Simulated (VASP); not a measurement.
Input of a VASP 6.6.1 run:

INCAR

```
SYSTEM = KTaO3
PREC = Accurate
ENCUT = 520
EDIFF = 1E-8
ISMEAR = -1
SIGMA = 0.01
LREAL = .FALSE.
LASPH = .TRUE.
NELM = 100
ALGO = Normal
ISIF = 2
LWAVE = .FALSE.
LCHARG = .FALSE.
LEFG = .TRUE.
NBANDS = 27
```

The input KPOINTS:

```
Automatic mesh
0
G
  5 5 5
  0 0 0
```

Contents of POSCAR:

```
KTaO3
1.0
    3.9883000000      0.0000000000      0.0000000000
    0.0000000000      3.9883000000      0.0000000000
    0.0000000000      0.0000000000      3.9484170000
K Ta O
1 1 3
Direct
    0.5000000000      0.5000000000      0.5000000000
    0.0000000000      0.0000000000      0.0000000000
    0.5000000000      0.0000000000      0.0000000000
    0.0000000000      0.5000000000      0.0000000000
    0.0000000000      0.0000000000      0.5000000000
```

Potentials or basis: VASP PAW LDA potentials, release 64 (K_sv, Ta_pv, O).

Run with:

```console
$ cat potpaw_LDA.64/K_sv/POTCAR potpaw_LDA.64/Ta_pv/POTCAR potpaw_LDA.64/O/POTCAR > POTCAR
$ mpirun -np 1 vasp_std > vasp.out
```

Question: Predict the pressure.

Answer: -2.4 GPa.

Question: Estimate the band gap on the k mesh.

Answer: 2.14 eV (least direct gap 2.64 eV).

Stress tensor (GPa, compression positive):
```
-3.68  0.00  0.00
 0.00 -3.68  0.00
 0.00  0.00  0.29
```

Caveat: the cell differs from its parent crystal (zz strain of -1 %); without QUAD_EFG the Cq values of the log hold for a quadrupole moment of 1 mb, not for the nuclei; spin-orbit coupling is left out, which moves the levels of the heavy elements; an odd mesh through Γ misses points on the zone boundary, where band edges can lie.
